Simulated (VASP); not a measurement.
# Ta (Im-3m) in VASP: notebook, part 2 of 2

VASP 6.6.1. The steps go on from the part before.

### 3 Single point, PBE (19.01 Å³/atom)

This run uses another cell than the first one, of 19.01 Å³/atom.

The input, INCAR:

```
SYSTEM = Ta
ALGO = Normal ; EDIFF = 1E-6
ENCUT = 520 ; GGA = PE
ISIF = 2 ; ISMEAR = 0
LASPH = .TRUE. ; LCHARG = .FALSE.
LREAL = .FALSE. ; LWAVE = .FALSE.
NBANDS = 12 ; NELM = 80
PREC = Accurate ; SIGMA = 0.15
```

The input, KPOINTS:

```
k-points
0
G
  20 20 20
  0 0 0
```

The input, POSCAR:

```
Ta
1.0
   -1.6813120420      1.6813120420      1.6813120420
    1.6813120420     -1.6813120420      1.6813120420
    1.6813120420      1.6813120420     -1.6813120420
Ta
1
Direct
    0.0000000000      0.0000000000      0.0000000000
```

Potentials or basis: VASP PAW PBE potentials, release 64 (Ta_pv).

Launch:

```sh
cat potpaw_PBE.64/Ta_pv/POTCAR > POTCAR
mpirun -np 1 vasp_std > vasp.out
```

OUTCAR:

```text
SYSTEM = Ta
   EDIFF = 1E-6
   ENCUT = 520
   GGA = PE
   ISIF = 2
   ISMEAR = 0
   LASPH = .TRUE.
   LREAL = .FALSE.
   NELM = 80
   PREC = Accurate

 ion  position               nearest neighbor table
   1  0.000  0.000  0.000-

  LATTYP: Found a body centered cubic cell.
 ALAT       =     3.3626240840

  Lattice vectors:

 A1 = (  -1.6813120420,   1.6813120420,   1.6813120420)
 A2 = (   1.6813120420,  -1.6813120420,   1.6813120420)
 A3 = (   1.6813120420,   1.6813120420,  -1.6813120420)

Analysis of symmetry for initial positions (statically):
=====================================================================
 Subroutine PRICEL returns:
 Original cell was already a primitive cell.

 Routine SETGRP: Setting up the symmetry group for a
 body centered cubic supercell.

 Subroutine GETGRP returns: Found 48 space group operations
 (whereof 48 operations were pure point group operations)
 out of a pool of 48 trial point group operations.

The static configuration has the point symmetry O_h .

Analysis of symmetry for dynamics (positions and initial velocities):
=====================================================================
 Subroutine PRICEL returns:
 Original cell was already a primitive cell.

 Routine SETGRP: Setting up the symmetry group for a
 body centered cubic supercell.

 Subroutine GETGRP returns: Found 48 space group operations
 (whereof 48 operations were pure point group operations)
 out of a pool of 48 trial point group operations.

The dynamic configuration has the point symmetry O_h .

 Subroutine INISYM returns: Found 48 space group operations
 (whereof 48 operations are pure point group operations),
 and found     1 'primitive' translations

----------------------------------------------------------------------------------------

                                     Primitive cell

  volume of cell :      19.0110

  direct lattice vectors                    reciprocal lattice vectors
    -1.681312042  1.681312042  1.681312042     0.000000000  0.297386795  0.297386795
     1.681312042 -1.681312042  1.681312042     0.297386795  0.000000000  0.297386795
     1.681312042  1.681312042 -1.681312042     0.297386795  0.297386795  0.000000000

  length of vectors
     2.912117880  2.912117880  2.912117880     0.420568439  0.420568439  0.420568439

  position of ions in fractional coordinates (direct lattice)
     0.000000000  0.000000000  0.000000000

  ion indices of the primitive-cell ions
   primitive index   ion index
                 1           1

----------------------------------------------------------------------------------------

 KPOINTS: k-points

Automatic generation of k-mesh.
 Grid dimensions read from file:
 generate k-points for:   20   20   20

 Generating k-lattice:

  Cartesian coordinates                     Fractional coordinates (reciprocal lattice)
     0.000000000  0.014869340  0.014869340     0.050000000  0.000000000  0.000000000
     0.014869340  0.000000000  0.014869340     0.000000000  0.050000000  0.000000000
     0.014869340  0.014869340  0.000000000     0.000000000  0.000000000  0.050000000

  Length of vectors
     0.021028422  0.021028422  0.021028422

  Shift w.r.t. Gamma in fractional coordinates (k-lattice)
     0.000000000  0.000000000  0.000000000

 Subroutine IBZKPT returns following result:
 ===========================================

 Found    256 irreducible k-points:

 Following reciprocal coordinates:
            Coordinates               Weight
  0.000000  0.000000  0.000000      1.000000
  0.050000  0.000000  0.000000     12.000000
  0.100000  0.000000  0.000000     12.000000
  0.150000  0.000000  0.000000     12.000000
  0.200000  0.000000  0.000000     12.000000
  0.250000  0.000000  0.000000     12.000000
[... 16 lines left out ...]
  0.200000  0.100000  0.000000     48.000000
  0.250000  0.100000  0.000000     48.000000
 [... further k-points ...]
   k-points           NKPTS =    256   k-points in BZ     NKDIM =    256   number of bands    NBANDS=     12
   number of dos      NEDOS =    301   number of ions     NIONS =      1
   total plane-waves  NPLWV =  13824
   dimension x,y,z NGX =    24 NGY =   24 NGZ =   24
   dimension x,y,z NGXF=    48 NGYF=   48 NGZF=   48
   ions per type =               1
   NGX,Y,Z   is equivalent  to a cutoff of  13.70, 13.70, 13.70 a.u.
   NGXF,Y,Z  is equivalent  to a cutoff of  27.40, 27.40, 27.40 a.u.
 SYSTEM =  Ta
   PREC   = accura    normal or accurate (medium, high low for compatibility)
   ISTART =      0    job   : 0-new  1-cont  2-samecut
   ICHARG =      2    charge: 1-file 2-atom 10-const
   ISPIN  =      1    spin polarized calculation?
   LNONCOLLINEAR =      F non collinear calculations
   LSORBIT =      F    spin-orbit coupling
   LASPH  =      T    aspherical Exc in radial PAW
   ENCUT  =  520.0 eV  38.22 Ry    6.18 a.u.   5.41  5.41  5.41*2*pi/ulx,y,z
   NELM   =     80;   NELMIN=  2; NELMDL= -5     # of ELM steps
   EDIFF  = 0.1E-05   stopping-criterion for ELM
   LREAL  =      F    real-space projection
[... 7 lines left out ...]
   TEBEG  =    0.0;   TEEND  =   0.0 temperature during run
   PSTRESS=    0.0 pullay stress
   NELECT =      11.0000    total number of electrons
   NUPDOWN=      -1.0000    fix difference up-down
   EMIN   =  10.00;   EMAX   =-10.00  energy-range for DOS
   EFERMI =   0.00;   METHOD = LEGACY
   ISMEAR =     0;   SIGMA  =   0.15  broadening in eV -4-tet -1-fermi 0-gaus
   EFERMI_NEDOS =   21; number of points for ismear=-14 and -15
   IALGO  =     38    algorithm
   IMIX   =      4    mixing-type and parameters
     AMIX     =   0.40;   BMIX     =  1.00
     AMIX_MAG =   1.60;   BMIX_MAG =  1.00
  volume/ion in A,a.u.               =      19.01       128.29
  Fermi-wavevector in a.u.,A,eV,Ry     =   1.364177  2.577921 25.320157  1.860979
  Thomas-Fermi vector in A             =   2.490516
   LORBIT       =      0    0 simple, 1 ext, 2 COOP (PROOUT), +10 PAW based schemes
   GGA     = PE    functional components
   LHFCALC =     F    Hartree Fock is set to
   AEXX    =    0.0000 exact exchange contribution
   IVDW    =     0    specifies the selected vdW correction
   LEPSILON=     F    determine dielectric tensor
   LRPA    =     F    only Hartree local field effects (RPA)
 non-spin polarized calculation
 Gauss-broadening in eV      SIGMA  =   0.15
  energy-cutoff  :      520.00
  volume of cell :       19.01
 maximum number of plane-waves:       532
 NGX is ok and might be reduce to    24
   NGX = 11   NGY = 11   NGZ = 11

 number of electron      10.9999998 magnetization

 Free energy of the ion-electron system (eV)
  ---------------------------------------------------
  ext. energy  EPLUGINS =         0.00000000
  ---------------------------------------------------
  free energy    TOTEN  =       -11.80474344 eV

  energy without entropy =      -11.78951551  energy(sigma->0) =      -11.79712947

 E-fermi :   5.0565     XC(G=0): -12.3448

 val. band max:        5.0559457015   @ k =  -0.4500   0.5000   0.1000
 cond. band min:       5.0721942124   @ k =  -0.2000   0.2500   0.1000
 fundamental gap:      0.0162485109
 Fermi energy:         5.0564720201

 k-point     1 :       0.0000    0.0000    0.0000
  band No.  band energies     occupation
      1     -28.2306      2.00000
      2     -28.2306      2.00000
      3     -28.2306      2.00000
      4      -2.6484      2.00000
      5       5.7860      0.00000
      6       5.7860      0.00000
      7       5.7860      0.00000
      8       8.8709      0.00000
      9       8.8709      0.00000
     10      19.5639      0.00000
     11      19.8143      0.00000
     12      19.8143      0.00000

 k-point     2 :       0.0500    0.0000    0.0000
  band No.  band energies     occupation
      1     -28.2564      2.00000
      2     -28.2387      2.00000
      3     -28.2307      2.00000
      4      -2.5433      2.00000
      5       5.7180      0.00000
      6       5.7674      0.00000
      7       5.8880      0.00000
      8       8.7597      0.00000
      9       8.8713      0.00000
     10      19.5637      0.00000
     11      19.9080      0.00000
     12      19.9995      0.00000
[... 316 lines left out ...]
 k-point    24 :       0.2500    0.1000    0.0000
  band No.  band energies     occupation
      1     -28.8986      2.00000
      2     -28.4522      2.00000
      3     -28.2678      2.00000
      4       0.4368      2.00000
      5       4.2722      2.00000
      6       4.6629      1.99979
      7       8.2026      0.00000
      8       9.4271      0.00000
      9       9.5979      0.00000
     10      18.8189      0.00000
     11      19.5630      0.00000
     12      20.1233      0.00000

 [... further k-points ...]

------------------------ aborting loop because EDIFF is reached ----------------------------------------

  FORCE on cell =-STRESS in cart. coord.  units (eV):
  Direction    XX          YY          ZZ          XY          YZ          ZX
  --------------------------------------------------------------------------------------
  -------------------------------------------------------------------------------------
  Total       -0.8294832     -0.8294832     -0.8294832      0.0000000      0.0000000      0.0000000
  in kB      -69.9058040    -69.9058040    -69.9058040      0.0000000      0.0000000      0.0000000
  external PRESSURE =     -69.9058040 kB  Pullay stress =       0.0000000 kB

 VOLUME and BASIS-vectors are now :
 -----------------------------------------------------------------------------
  energy-cutoff  :      520.00
  volume of cell :       19.01
      direct lattice vectors                 reciprocal lattice vectors
    -1.681312042  1.681312042  1.681312042     0.000000000  0.297386795  0.297386795
     1.681312042 -1.681312042  1.681312042     0.297386795  0.000000000  0.297386795
     1.681312042  1.681312042 -1.681312042     0.297386795  0.297386795  0.000000000

 POSITION                                       TOTAL-FORCE (eV/Angst)
 -----------------------------------------------------------------------------------
      0.00000      0.00000      0.00000        -0.000000     -0.000000     -0.000000
 -----------------------------------------------------------------------------------
    total drift:                                0.000000      0.000000     -0.000000

  FREE ENERGIE OF THE ION-ELECTRON SYSTEM (eV)
  ---------------------------------------------------
  free  energy   TOTEN  =       -11.8047434409 eV

  energy  without entropy=      -11.7895155089  energy(sigma->0) =      -11.79712947
```

OSZICAR:

```text
N       E                     dE             d eps       ncg     rms          rms(c)
DAV:   1     0.610067826186E+02    0.61007E+02   -0.61041E+03  6168   0.867E+02
DAV:   2    -0.112595947311E+02   -0.72266E+02   -0.70530E+02  6868   0.243E+02
DAV:   3    -0.123064242282E+02   -0.10468E+01   -0.10378E+01  7368   0.277E+01
DAV:   4    -0.123094339230E+02   -0.30097E-02   -0.30094E-02  6864   0.166E+00
DAV:   5    -0.123094462763E+02   -0.12353E-04   -0.12353E-04  7448   0.978E-02    0.123E+01
DAV:   6    -0.119172399874E+02    0.39221E+00   -0.32071E-01  7260   0.610E+00    0.579E+00
DAV:   7    -0.118054135292E+02    0.11183E+00   -0.27525E-01  7152   0.519E+00    0.377E-01
DAV:   8    -0.118047712590E+02    0.64227E-03   -0.92133E-03  6912   0.741E-01    0.129E-01
DAV:   9    -0.118047504890E+02    0.20770E-04   -0.14542E-04  7172   0.125E-01    0.259E-02
DAV:  10    -0.118047432454E+02    0.72436E-05   -0.38053E-06  6824   0.210E-02    0.291E-03
DAV:  11    -0.118047434409E+02   -0.19549E-06   -0.24403E-07  4128   0.551E-03
   1 F= -.11804743E+02 E0= -.11797129E+02  d E =-.152279E-01
```

Run time: 52 s. Hardware: 1 thread of Intel Xeon 8259CL, shared host; peak memory 0.18 GiB.

Results:

| Quantity | Value |
| --- | --- |
| Free energy | -11.8047 eV |
| Pressure | -7.0 GPa |
| Band gap on the k mesh | zero (an odd number of electrons rules out a gap without spin polarisation) |

Levels at points of the mesh, in eV from the Fermi level:
| k point | band 4 | band 5 | band 6 | band 7 | band 8 | band 9 |
| --- | --- | --- | --- | --- | --- | --- |
| (0.00, 0.00, 0.00) | -7.70 | 0.73 | 0.73 | 0.73 | 3.81 | 3.81 |
| (0.50, 0.00, 0.00) | -4.14 | -1.39 | 1.36 | 3.66 | 4.63 | 7.28 |
| (0.50, 0.50, 0.50) | -3.49 | -3.49 | 6.40 | 6.40 | 6.40 | 8.18 |

Caveat: the cell stands under tension; spin-orbit coupling is left out, which moves the levels of the heavy elements.

### 4 Single point, PBE (19.38 Å³/atom)

This run uses another cell than the first one, of 19.38 Å³/atom.

The input, INCAR:

```
SYSTEM = Ta
ALGO = Normal ; EDIFF = 1E-7
ENCUT = 520 ; GGA = PE
ISIF = 2 ; ISMEAR = 0
LASPH = .TRUE. ; LCHARG = .FALSE.
LREAL = .FALSE. ; LWAVE = .FALSE.
NBANDS = 12 ; NELM = 100
PREC = Accurate ; SIGMA = 0.15
```

KPOINTS is that of step 3.

The input, POSCAR:

```
Ta
1.0
   -1.6920330795      1.6920330795      1.6920330795
    1.6920330795     -1.6920330795      1.6920330795
    1.6920330795      1.6920330795     -1.6920330795
Ta
1
Direct
    0.0000000000      0.0000000000      0.0000000000
```

Launch:

```sh
cat potpaw_PBE.64/Ta_pv/POTCAR > POTCAR
mpirun -np 1 vasp_std > vasp.out
```

Wall time 56 s (1 thread of Intel Xeon 8259CL, shared host); peak memory 0.18 GiB.

Results (log left out):

- Free energy: -11.7853 eV
- Pressure: -10.1 GPa
- Band gap on the k mesh: zero (an odd number of electrons rules out a gap without spin polarisation)

Levels at points of the mesh, in eV from the Fermi level:
```
           k point  band 4  band 5  band 6  band 7  band 8  band 9
(0.00, 0.00, 0.00)   -7.63    0.72    0.72    0.72    3.74    3.74
(0.50, 0.00, 0.00)   -4.07   -1.35    1.28    3.58    4.53    7.10
(0.50, 0.50, 0.50)   -3.39   -3.39    6.25    6.25    6.25    8.02
```

Caveat: the cell stands under tension; spin-orbit coupling is left out, which moves the levels of the heavy elements.

### 5 Overview

| cell | gap on the mesh (eV) | pressure (GPa) |
| --- | --- | --- |
| a = 2.893 Å, angles 109.5°, 1 atom | none | -3.6 |
| a = 2.912 Å, angles 109.5°, 1 atom | none | -7.0 |
| a = 2.931 Å, angles 109.5°, 1 atom | none | -10.1 |

Alike in all rows: task single point; level PBE; potentials or basis VASP PAW PBE potentials, release 64 (Ta_pv); no spin polarisation; k mesh 20 × 20 × 20; cutoff (eV) 520; smearing gaussian 0.15 eV.

Caveats: the cell stands under tension; spin-orbit coupling is left out, which moves the levels of the heavy elements.

Total energies depend on the potentials used, so only differences within one code and one set of settings carry meaning.
